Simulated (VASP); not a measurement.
Runs of VASP 6.6.1 on Al5InAs6. The structure is that of space group P31m (No. 157), or close to it. The cells are those of the table. 

| level | cell | k mesh | smearing | gap on the mesh (eV) | pressure (GPa) | largest force (eV/Å) |
| --- | --- | --- | --- | --- | --- | --- |
| PBE | a = 6.724, b = 7.084, c = 7.083 Å, angles 120.0, 90.0, 90.0°, 12 atoms | 2 × 3 × 3 | gaussian 0.1 eV | (a) | 0.1 | 0.01 |
| r2SCAN | a = 7.087, b = 7.087, c = 6.725 Å, angles 90.0, 90.0, 120.0°, 12 atoms | 6 × 6 × 4 | gaussian 0.02 eV | 1.88 | (b) | 0.05 |
| PBE | a = 7.087, b = 7.087, c = 6.725 Å, angles 90.0, 90.0, 120.0°, 12 atoms | 3 × 3 × 4 | gaussian 0.1 eV | 1.35 | 0.1 | 0.01 |
| PBE | a = 7.087, b = 7.087, c = 6.725 Å, angles 90.0, 90.0, 120.0°, 12 atoms | 6 × 6 × 4 | gaussian 0.02 eV | 1.35 | 0.1 | 0.01 |
| PBE | a = 6.725, b = 7.087, c = 7.087 Å, angles 120.0, 90.0, 90.0°, 12 atoms | 2 × 3 × 3 | gaussian 0.1 eV | 1.35 | 0.1 | 0.03 |

Alike in all rows: task single point; potentials or basis VASP PAW PBE potentials, release 64 (Al, In_d, As); no spin polarisation; cutoff (eV) 520.

Question: Fill in the values left out.

Answer: (a) 1.36; (b) -2.0.

Caveats: some runs use coarse meshes; spin-orbit coupling is left out, which moves the levels of the heavy elements; the PAW data sets were made with another functional, which shifts forces and pressure a little (some runs).

A k mesh can miss the band edges, and the runs leave out spin-orbit coupling on As, In.
